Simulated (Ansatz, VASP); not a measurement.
## Gd in VASP and in Ansatz

```
CELL_PARAMETERS angstrom
0.00000 2.78549 2.78549
2.78549 0.00000 2.78549
2.78549 2.78549 0.00000
ATOMIC_POSITIONS crystal
Gd 0.00000 0.00000 0.00000
```

Change from the starting cell: volume scaled by 1.25, PAW files.

Alike in both runs: task single point; functional PBE; k mesh 11 × 11 × 11; occupations fermi-dirac, width 0.05 eV; collinear spin.

|  | VASP | Ansatz |
| --- | --- | --- |
| version | VASP 6.6.1 | Ansatz 0.2.0 |
| potentials or method | VASP PAW PBE potentials, release 64 (Gd) | PAW with Ansatz's default frozen-core files, scalar-relativistic |
| plane-wave cutoff (eV) | 520 | 420 |
| valence electrons in the cell | 18 | 18 |

```csv
,VASP,Ansatz,Ansatz less VASP
pressure (GPa),-4.8,-5.0,-0.12
net moment per atom (μB),7.81,7.80,-0.011
size of the moment on the site where the two differ most (μB),6.97,7.45,+0.482
```

Site moments also hang on the region over which each program counts them.

Neither program's run includes spin-orbit coupling.
